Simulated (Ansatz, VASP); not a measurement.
**TiS2 in VASP and in Ansatz**

```
CELL_PARAMETERS angstrom
3.48024 0.00000 0.00000
-1.74012 3.01398 0.00000
0.00000 0.00000 5.69500
ATOMIC_POSITIONS crystal
Ti 0.00000 0.00000 0.00000
S 0.33333 0.66667 0.25000
S 0.66667 0.33333 0.75000
```

Change from the starting cell: equal xx and yy strain of +2 %, crystal datasets.

Alike in both runs: task electric field gradients; functional PBEsol; k mesh 14 × 14 × 7; occupations fermi-dirac, width 0.05 eV; no spin polarisation.

```csv
,VASP,Ansatz
version,VASP 6.6.1,Ansatz 0.2.0
potentials or method,"VASP PAW PBE potentials, release 64 (Ti_sv, S), cutoff 400 eV","all-electron PAW with datasets made for the crystal, scalar-relativistic"
```

Ansatz gave:

```
pressure (GPa)                                                : -6.9
traceless stress, the component that is largest in VASP (GPa) : 2.01
rms of the force components (eV/Å)                            : 0.277
size of Vzz on the site where it differs most (V/Å²)          : 16.9
```

What did VASP give for the same quantities?

Pressure (GPa): -6.9; traceless stress, the component that is largest in VASP (GPa): 2.05; rms of the force components (eV/Å): 0.268; size of Vzz on the site where it differs most (V/Å²): 16.7.

VASP's potentials were made for PBE, not for PBEsol. Atom by atom the forces differ by 0.010 eV/Å (rms over components). Ansatz ran all-electron here, and VASP with PAW potentials.
